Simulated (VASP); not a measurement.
# AlN (Pm) in VASP: notebook

AlN is run at these levels: LDA; tasks: single point.

Everything below comes from runs of VASP 6.6.1. Logs are shortened: lines on timing, memory, paths and dates and some standing lists are left out, and cuts for length are marked.

**1. The cell of the first run**

Symmetry: Pm, No. 6, monoclinic system. Conventional cell: a = 3.276 Å, b = 4.101 Å, c = 5.674 Å, α = 90.00°, β = 90.00°, γ = 90.00°. Within 1.6 Å of Al (site symmetry m) lie 1 N at 1.23 Å. Within 2.5 Å of Al (site symmetry m) lie 5 N at 1.89 to 2.05 Å. Al (site symmetry m) has 5 N at 1.89 to 2.05 Å and 2 Al at 2.39 Å within 2.5 Å. Within 2.5 Å of Al (site symmetry m) lie 5 N at 1.89 to 2.05 Å. Within 2.5 Å of N (site symmetry m) lie 5 Al at 1.89 to 2.17 Å. Within 2.5 Å of N (site symmetry m) lie 5 Al at 1.89 to 2.05 Å. Within 1.6 Å of N (site symmetry m) lie 1 Al at 1.23 Å. N (site symmetry m) has 5 Al at 1.89 to 2.18 Å within 2.5 Å.

**2. Single point, LDA (atom 1 (Al) moved by +0.496 Å along [1 0 0] and -0.496 Å along [1 2 0])**

The input, INCAR:

```
SYSTEM = AlN
PREC = Accurate ; ENCUT = 520
EDIFF = 1E-6 ; ISMEAR = 0
SIGMA = 0.05 ; LREAL = .FALSE.
LASPH = .TRUE. ; NELM = 100
ALGO = Normal ; ISIF = 2
LWAVE = .FALSE. ; LCHARG = .FALSE.
GGA = CA ; NBANDS = 26
```

The input, KPOINTS:

```
Automatic mesh
0
G
  8 6 4
  0 0 0
```

The input, POSCAR:

```
AlN
1.0
   -1.6378403119      2.8368226349      0.0000000000
    0.0000000000      0.0000000000      4.1006264518
    4.9135209358      2.8368226349      0.0000000000
Al N
4 4
Direct
    0.2931579180      0.7500000000      0.1986652481
    1.0000000000      0.7500000000      0.6666666667
    0.0000000000      0.2500000000      0.3333333333
    0.5000000000      0.2500000000      0.8333333333
    0.5000000000      0.2500000000      0.1666666667
    1.0000000000      0.2500000000      0.6666666667
    0.0000000000      0.7500000000      0.3333333333
    0.5000000000      0.7500000000      0.8333333333
```

Potentials or basis: VASP PAW LDA potentials, release 64 (Al, N).

Launch:

```bash
> cat potpaw_LDA.64/Al/POTCAR potpaw_LDA.64/N/POTCAR > POTCAR
> mpirun -np 1 vasp_std > vasp.out
```

OUTCAR:

```text
SYSTEM = AlN
   PREC = Accurate
   ENCUT = 520
   EDIFF = 1E-6
   ISMEAR = 0
   LREAL = .FALSE.
   LASPH = .TRUE.
   NELM = 100
   ISIF = 2
   GGA = CA

 ion  position               nearest neighbor table
   1  0.293  0.750  0.199-   7 1.23   5 2.17   5 2.17   8 2.18   3 2.39   3 2.39   7 2.44   2 2.82
                             4 2.99   4 2.99   2 3.17   3 3.19   3 3.19
   2  0.000  0.750  0.667-   8 1.89   8 1.89   7 1.89   6 2.05   6 2.05   4 2.79   4 2.79   4 2.79
                             4 2.79   3 2.79   3 2.79   1 2.82   1 3.17
   3  0.000  0.250  0.333-   5 1.89   5 1.89   6 1.89   7 2.05   7 2.05   1 2.39   1 2.39   2 2.79
                             2 2.79   1 3.19   1 3.19   4 3.28   4 3.28   4 3.28   4 3.28
   4  0.500  0.250  0.833-   6 1.89   6 1.89   5 1.89   8 2.05   8 2.05   2 2.79   2 2.79   2 2.79
                             2 2.79   1 2.99   1 2.99   3 3.28   3 3.28   3 3.28   3 3.28
   5  0.500  0.250  0.167-   3 1.89   3 1.89   4 1.89   1 2.17   1 2.17
   6  0.000  0.250  0.667-   4 1.89   4 1.89   3 1.89   2 2.05   2 2.05
   7  0.000  0.750  0.333-   1 1.23   2 1.89   3 2.05   3 2.05   1 2.44
   8  0.500  0.750  0.833-   2 1.89   2 1.89   4 2.05   4 2.05   1 2.18

 -----------------------------------------------------------------------------
|                                                                             |
|           W    W    AA    RRRRR   N    N  II  N    N   GGGG   !!!           |
|           W    W   A  A   R    R  NN   N  II  NN   N  G    G  !!!           |
|           W    W  A    A  R    R  N N  N  II  N N  N  G       !!!           |
|           W WW W  AAAAAA  RRRRR   N  N N  II  N  N N  G  GGG   !            |
|           WW  WW  A    A  R   R   N   NN  II  N   NN  G    G                |
|           W    W  A    A  R    R  N    N  II  N    N   GGGG   !!!           |
|                                                                             |
|     The distance between some ions is very small. Please check the          |
|     nearest-neighbor list in the OUTCAR file.                               |
|     I HOPE YOU KNOW WHAT YOU ARE DOING!                                     |
|                                                                             |
 -----------------------------------------------------------------------------

  LATTYP: Found a simple orthorhombic cell.
 ALAT       =     3.2756806238
 B/A-ratio  =     1.2518395176
 C/A-ratio  =     1.7320508076

  Lattice vectors:

 A1 = (  -1.6378403119,   2.8368226349,   0.0000000000)
 A2 = (   0.0000000000,   0.0000000000,   4.1006264518)
 A3 = (   4.9135209358,   2.8368226349,   0.0000000000)

Analysis of symmetry for initial positions (statically):
=====================================================================
 Subroutine PRICEL returns:
 Original cell was already a primitive cell.

 Routine SETGRP: Setting up the symmetry group for a
 simple orthorhombic supercell.

 Subroutine GETGRP returns: Found  2 space group operations
 (whereof  1 operations were pure point group operations)
 out of a pool of  8 trial point group operations.

The static configuration has the point symmetry C_1 .
 The point group associated with its full space group is C_1h.

Analysis of symmetry for dynamics (positions and initial velocities):
=====================================================================
 Subroutine PRICEL returns:
 Original cell was already a primitive cell.

 Routine SETGRP: Setting up the symmetry group for a
 simple orthorhombic supercell.

 Subroutine GETGRP returns: Found  2 space group operations
 (whereof  1 operations were pure point group operations)
 out of a pool of  8 trial point group operations.

The dynamic configuration has the point symmetry C_1 .
 The point group associated with its full space group is C_1h.

 Subroutine INISYM returns: Found  2 space group operations
 (whereof  1 operations are pure point group operations),
 and found     1 'primitive' translations

[... 44 lines left out ...]
   NFREE  =      0    steps in history (QN), initial steepest desc. (CG)
   ISIF   =      2    stress and relaxation
   ISYM   =      2    0-nonsym 1-usesym 2-fastsym
   POTIM  = 0.5000    time-step for ionic-motion
   TEBEG  =    0.0;   TEEND  =   0.0 temperature during run
   PSTRESS=    0.0 pullay stress
   NELECT =      32.0000    total number of electrons
   NUPDOWN=      -1.0000    fix difference up-down
   EMIN   =  10.00;   EMAX   =-10.00  energy-range for DOS
   EFERMI =   0.00;   METHOD = LEGACY
   ISMEAR =     0;   SIGMA  =   0.05  broadening in eV -4-tet -1-fermi 0-gaus
   EFERMI_NEDOS =   21; number of points for ismear=-14 and -15
   IALGO  =     38    algorithm
   IMIX   =      4    mixing-type and parameters
     AMIX     =   0.40;   BMIX     =  1.00
     AMIX_MAG =   1.60;   BMIX_MAG =  1.00
  volume/ion in A,a.u.               =       9.53        64.29
  Fermi-wavevector in a.u.,A,eV,Ry     =   1.225896  2.316607 20.447110  1.502820
  Thomas-Fermi vector in A             =   2.360917
   LORBIT       =      0    0 simple, 1 ext, 2 COOP (PROOUT), +10 PAW based schemes
   GGA     = CA    functional components
   LHFCALC =     F    Hartree Fock is set to
   AEXX    =    0.0000 exact exchange contribution
   IVDW    =     0    specifies the selected vdW correction
   LEPSILON=     F    determine dielectric tensor
   LRPA    =     F    only Hartree local field effects (RPA)
 non-spin polarized calculation
 Gauss-broadening in eV      SIGMA  =   0.05
  energy-cutoff  :      520.00
  volume of cell :       76.21
 maximum number of plane-waves:      2088
   NGX = 13   NGY = 15   NGZ = 21

 number of electron      32.0000003 magnetization

 Free energy of the ion-electron system (eV)
  ---------------------------------------------------
  ext. energy  EPLUGINS =         0.00000000
  ---------------------------------------------------
  free energy    TOTEN  =       -53.64582119 eV

  energy without entropy =      -53.64582119  energy(sigma->0) =      -53.64582119

 E-fermi :   8.1876     XC(G=0): -11.6372

 val. band max:        7.8907434502   @ k =   0.0000   0.0000   0.0000
 cond. band min:      11.1054819003   @ k =   0.0000   0.0000   0.0000
 fundamental gap:      3.2147384501
 Fermi energy:         8.1875679559

 k-point     1 :       0.0000    0.0000    0.0000
  band No.  band energies     occupation
      1      -8.8864      2.00000
      2      -6.8891      2.00000
      3      -5.6607      2.00000
      4      -4.7093      2.00000
      5       0.7038      2.00000
      6       1.3619      2.00000
[... 685 lines left out ...]
     25      18.0812      0.00000
     26      18.1313      0.00000

 [... further k-points ...]
[... 5 lines left out ...]
  --------------------------------------------------------------------------------------
  -------------------------------------------------------------------------------------
  Total       51.9137932      5.9533933      1.3876584    -20.6969248      0.0000000      0.0000000
  in kB     1091.3885816    125.1587489     29.1728737   -435.1134068      0.0000000      0.0000000
  external PRESSURE =     415.2400681 kB  Pullay stress =       0.0000000 kB

 VOLUME and BASIS-vectors are now :
 -----------------------------------------------------------------------------
  energy-cutoff  :      520.00
  volume of cell :       76.21
      direct lattice vectors                 reciprocal lattice vectors
    -1.637840312  2.836822635  0.000000000    -0.152640033  0.264380293  0.000000000
     0.000000000  0.000000000  4.100626452     0.000000000  0.000000000  0.243865178
     4.913520936  2.836822635  0.000000000     0.152640033  0.088126764  0.000000000

 POSITION                                       TOTAL-FORCE (eV/Angst)
 -----------------------------------------------------------------------------------
      0.49600      1.39522      3.07547       -51.386700     20.858572      0.000000
      3.27568      1.89122      3.07547         0.659075     -0.109342      0.000000
      1.63784      0.94561      1.02516         1.658001     -1.050559      0.000000
      3.27568      3.78243      1.02516         0.143384      0.344248      0.000000
      0.00000      1.89122      1.02516         1.513777     -0.947676      0.000000
      3.27568      1.89122      1.02516        -0.527238     -0.277634      0.000000
      1.63784      0.94561      3.07547        46.857335    -18.390154      0.000000
      3.27568      3.78243      3.07547         1.082366     -0.427454      0.000000
 -----------------------------------------------------------------------------------
    total drift:                                0.000225     -0.000134     -0.000000

  FREE ENERGIE OF THE ION-ELECTRON SYSTEM (eV)
  ---------------------------------------------------
  free  energy   TOTEN  =       -53.6458211866 eV

  energy  without entropy=      -53.6458211866  energy(sigma->0) =      -53.64582119
```

Run time: 42 s. Hardware: 1 thread of Intel Xeon 6975P-C (Granite Rapids), shared host; peak memory 0.22 GiB.

What came out:

```yaml
Free_energy: -53.6458 eV
Pressure: 41.5 GPa
Largest_force: 55.459 eV/Å
Band_gap_on_the_k_mesh: 3.21 eV
```

Forces in eV/Å, atoms in the order of the input:
```
Al  -51.387  20.859   0.000
Al    0.659  -0.109   0.000
Al    1.658  -1.051   0.000
Al    0.143   0.344   0.000
N     1.514  -0.948   0.000
N    -0.527  -0.278   0.000
N    46.857 -18.390   0.000
N     1.082  -0.427   0.000
```

Stress tensor (GPa, compression positive):
```
109.14 -43.51   0.00
-43.51  12.52   0.00
  0.00   0.00   2.92
```

Caveat: the cell differs from its parent crystal (atom 1 (Al) moved by +0.496 Å along [1 0 0] and -0.496 Å along [1 2 0]); atoms lie so close that the PAW spheres overlap strongly, which falsifies energies and pressures; the cell stands under pressure; forces of over 1 eV/Å act on the atoms, so gaps and moduli don't describe the material at rest.

**3. Single point, LDA (atom 1 (Al) moved by +0.000 Å along [1 0 0] and +0.496 Å along [1 2 0])**

The input, INCAR:

```
PREC = Accurate
ENCUT = 520
EDIFF = 1E-6
ISMEAR = 0
SIGMA = 0.05
LREAL = False
LASPH = True
NELM = 100
ALGO = Normal
ISIF = 2
LWAVE = False
LCHARG = False
GGA = CA
NBANDS = 26
```

The input, KPOINTS:

```
Automatic mesh
0
Gamma
  8 6 4
```

POSCAR, as its differences from that of step 2:

```diff
@@ -8,3 +8,3 @@
 Direct
-    0.2931579180      0.7500000000      0.1986652481
+    0.6311326254      0.7500000000      0.2103775418
     1.0000000000      0.7500000000      0.6666666667
```

Potentials or basis: VASP PAW LDA potentials, release 64 (Al, N).

Launch:

```bash
> cat potpaw_LDA.64/Al/POTCAR potpaw_LDA.64/N/POTCAR > POTCAR
> mpirun -np 1 vasp_std > vasp.out
```

Run time: 40 s. Hardware: 1 thread of Intel Xeon 6975P-C (Granite Rapids), shared host; peak memory 0.21 GiB.

Results (log left out):

| Property | Result |
| --- | --- |
| Free energy | -60.3081 eV |
| Pressure | 19.9 GPa |
| Largest force | 26.887 eV/Å |
| Band gap on the k mesh | 3.23 eV |

Forces in eV/Å, atoms in the order of the input:
```
Al   -0.806 -26.875   0.000
Al    0.825   0.785   0.000
Al   -0.361   1.287   0.000
Al    0.357   0.029   0.000
N     0.501   1.409   0.000
N    -0.562  -0.305   0.000
N    -0.169  22.875   0.000
N     0.217   0.796   0.000
```

Stress tensor (GPa, compression positive):
```
-4.57  0.17  0.00
 0.17 62.82  0.00
 0.00  0.00  1.35
```

Levels at points of the mesh, in eV from the valence-band top:
| k point | band 12 | band 13 | band 14 | band 15 | band 16 | band 17 | band 18 | band 19 | band 20 | band 21 |
| --- | --- | --- | --- | --- | --- | --- | --- | --- | --- | --- |
| (0.00, 0.00, 0.00) | -2.85 | -1.99 | -1.46 | -1.01 | 0.00 | 3.23 | 3.83 | 4.58 | 6.95 | 7.13 |
| (0.50, 0.00, 0.00) | -3.50 | -3.14 | -2.37 | -2.21 | -1.66 | 5.36 | 5.60 | 5.97 | 6.14 | 7.19 |
| (0.00, 0.50, 0.00) | -2.49 | -2.44 | -2.11 | -1.77 | -1.43 | 4.99 | 5.10 | 5.87 | 5.88 | 8.25 |
| (0.50, 0.50, 0.00) | -4.03 | -1.65 | -0.94 | -0.73 | -0.60 | 5.49 | 5.86 | 6.41 | 6.65 | 8.67 |
| (0.00, 0.00, 0.50) | -2.70 | -1.78 | -1.51 | -0.95 | -0.75 | 4.53 | 4.91 | 5.96 | 6.37 | 7.52 |
| (0.50, 0.00, 0.50) | -3.95 | -3.30 | -2.64 | -1.58 | -0.91 | 3.69 | 4.05 | 6.81 | 6.84 | 7.52 |
| (0.00, 0.50, 0.50) | -2.41 | -2.31 | -2.19 | -1.52 | -1.34 | 5.02 | 5.23 | 5.57 | 5.84 | 8.26 |
| (0.50, 0.50, 0.50) | -2.79 | -2.44 | -1.56 | -1.41 | -1.31 | 4.72 | 4.96 | 5.22 | 5.38 | 8.94 |

Caveat: the cell differs from its parent crystal (atom 1 (Al) moved by +0.000 Å along [1 0 0] and +0.496 Å along [1 2 0]); the cell stands under pressure; forces of over 1 eV/Å act on the atoms, so gaps and moduli don't describe the material at rest.

**4. Single point, LDA (atom 1 (Al) moved by +0.248 Å along [1 0 0] and -0.248 Å along [1 2 0])**

The input, INCAR:

```
SYSTEM = AlN
PREC = Accurate ; ENCUT = 520
EDIFF = 1E-6 ; ISMEAR = 0
SIGMA = 0.05 ; LREAL = .False.
LASPH = .True. ; NELM = 60
ALGO = Normal ; ISIF = 2
LWAVE = .False. ; LCHARG = .False.
GGA = CA ; NBANDS = 26
```

The input, KPOINTS:

```
Automatic mesh
0
Gamma
  8 6 4
  0 0 0
```

POSCAR, as its differences from that of step 3:

```diff
@@ -8,3 +8,3 @@
 Direct
-    0.6311326254      0.7500000000      0.2103775418
+    0.3965789590      0.7500000000      0.1826659574
     1.0000000000      0.7500000000      0.6666666667
```

Launch:

```bash
> cat potpaw_LDA.64/Al/POTCAR potpaw_LDA.64/N/POTCAR > POTCAR
> mpirun -np 1 vasp_std > vasp.out
```

Run time: 41 s. Hardware: 1 thread of Intel Xeon 6975P-C (Granite Rapids), shared host; peak memory 0.22 GiB.

It converged, with:

- Free energy: -63.3209 eV
- Pressure: 8.1 GPa
- Largest force: 12.057 eV/Å
- Band gap on the k mesh: 3.51 eV

Forces on the atoms (eV/Å):
```
Al  -10.568   5.804   0.000
Al    0.393   0.038   0.000
Al    0.642  -0.637   0.000
Al    0.038   0.232   0.000
N     0.757  -0.455   0.000
N    -0.212  -0.159   0.000
N     8.176  -4.673   0.000
N     0.774  -0.149   0.000
```

Stress tensor (GPa, compression positive):
```
 21.66 -12.14   0.00
-12.14   2.02   0.00
  0.00   0.00   0.76
```

Levels at points of the mesh, in eV from the valence-band top:
```csv
k point,band 13,band 14,band 15,band 16,band 17,band 18,band 19,band 20
"(0.00, 0.00, 0.00)",-1.80,-1.52,-1.28,0.00,3.51,3.74,4.56,7.06
"(0.50, 0.00, 0.00)",-3.02,-2.54,-2.22,-1.94,5.49,5.68,5.86,6.01
"(0.00, 0.50, 0.00)",-2.49,-2.21,-1.82,-1.69,5.11,5.13,5.75,5.89
"(0.50, 0.50, 0.00)",-1.30,-1.02,-0.89,-0.84,5.73,6.10,6.22,6.52
"(0.00, 0.00, 0.50)",-1.57,-1.31,-1.22,-0.98,4.67,4.81,6.15,6.38
"(0.50, 0.00, 0.50)",-3.23,-2.78,-1.56,-1.15,3.84,3.88,7.11,7.26
"(0.00, 0.50, 0.50)",-2.13,-2.01,-1.74,-1.65,5.29,5.33,5.46,5.50
"(0.50, 0.50, 0.50)",-2.06,-1.72,-1.61,-1.57,4.94,5.07,5.18,5.29
```

Caveat: the cell differs from its parent crystal (atom 1 (Al) moved by +0.248 Å along [1 0 0] and -0.248 Å along [1 2 0]); the cell stands under pressure; forces of over 1 eV/Å act on the atoms, so gaps and moduli don't describe the material at rest. A k mesh can miss the band edges.

**5. Single point, LDA (atom 1 (Al) moved by -0.248 Å along [1 0 0] and -0.496 Å along [1 2 0])**

The input, INCAR:

```
SYSTEM = AlN
ALGO = Normal
EDIFF = 1E-6
ENCUT = 520
GGA = CA
ISIF = 2
ISMEAR = 0
LASPH = .True.
LCHARG = .True.
LELF = .True.
LREAL = .False.
LVHAR = .True.
LWAVE = .False.
NBANDS = 26
NELM = 80
PREC = Accurate
SIGMA = 0.05
```

The input, KPOINTS:

```
k-points
0
Gamma
  8 6 4
  0 0 0
```

POSCAR, as its differences from that of step 4:

```diff
@@ -8,3 +8,3 @@
 Direct
-    0.3965789590      0.7500000000      0.1826659574
+    0.4067221029      0.7500000000      0.0851010633
     1.0000000000      0.7500000000      0.6666666667
```

Launch:

```bash
> cat potpaw_LDA.64/Al/POTCAR potpaw_LDA.64/N/POTCAR > POTCAR
> mpirun -np 1 vasp_std > vasp.out
```

Wall time 41 s (1 thread of Intel Xeon 6975P-C (Granite Rapids), shared host); peak memory 0.21 GiB.

The run converged. Its results:

```yaml
Free_energy: -60.9357 eV
Pressure: 15.6 GPa
Largest_force: 21.426 eV/Å
Band_gap_on_the_k_mesh: 2.16 eV (least direct gap 2.23 eV)
```

Forces in eV/Å, atoms in the order of the input:
```
Al   19.300   9.307   0.000
Al   -2.388  -1.678   0.000
Al   -0.260  -0.540   0.000
Al   -0.620   0.173   0.000
N    -1.562  -1.808   0.000
N     0.996   0.537   0.000
N    -0.765  -0.614   0.000
N   -14.699  -5.377   0.000
```

Stress tensor (GPa, compression positive):
```
42.34 13.70  0.00
13.70  3.10  0.00
 0.00  0.00  1.49
```

Levels at points of the mesh, in eV from the valence-band top:
```tsv
k point	band 14	band 15	band 16	band 17	band 18	band 19
(0.00, 0.00, 0.00)	-1.95	-0.10	-0.07	2.16	3.62	4.47
(0.50, 0.00, 0.00)	-2.32	-2.28	-1.97	4.55	4.55	5.59
(0.00, 0.50, 0.00)	-1.75	-1.62	-0.70	3.29	4.59	5.48
(0.50, 0.50, 0.00)	-1.67	-0.59	-0.48	5.01	5.10	6.16
(0.00, 0.00, 0.50)	-2.23	-0.73	0.00	3.06	4.89	5.78
(0.50, 0.00, 0.50)	-2.58	-1.72	-1.32	2.96	3.90	5.76
(0.00, 0.50, 0.50)	-1.62	-1.45	-0.77	3.02	4.69	5.07
(0.50, 0.50, 0.50)	-2.41	-1.34	-0.93	4.07	4.26	5.17
```

Caveat: the cell differs from its parent crystal (atom 1 (Al) moved by -0.248 Å along [1 0 0] and -0.496 Å along [1 2 0]); the cell stands under pressure; forces of over 1 eV/Å act on the atoms, so gaps and moduli don't describe the material at rest.

**6. Overview**

| cell | gap on the mesh (eV) | pressure (GPa) | largest force (eV/Å) |
| --- | --- | --- | --- |
| as given, atomic positions A | 3.21 | 41.5 | 55.46 |
| as given, atomic positions B | 3.23 | 19.9 | 26.89 |
| as given, atomic positions C | 3.51 | 8.1 | 12.06 |
| as given, atomic positions D | 2.16 | 15.6 | 21.43 |

Alike in all rows: task single point; level LDA; potentials or basis VASP PAW LDA potentials, release 64 (Al, N); no spin polarisation; k mesh 8 × 6 × 4; cutoff (eV) 520; smearing gaussian 0.05 eV.

Caveats: the cell stands under pressure; forces of over 1 eV/Å act on the atoms, so gaps and moduli don't describe the material at rest; atoms lie so close that the PAW spheres overlap strongly, which falsifies energies and pressures (at least some runs).

Absolute energies hang on the potentials; compare differences alone.
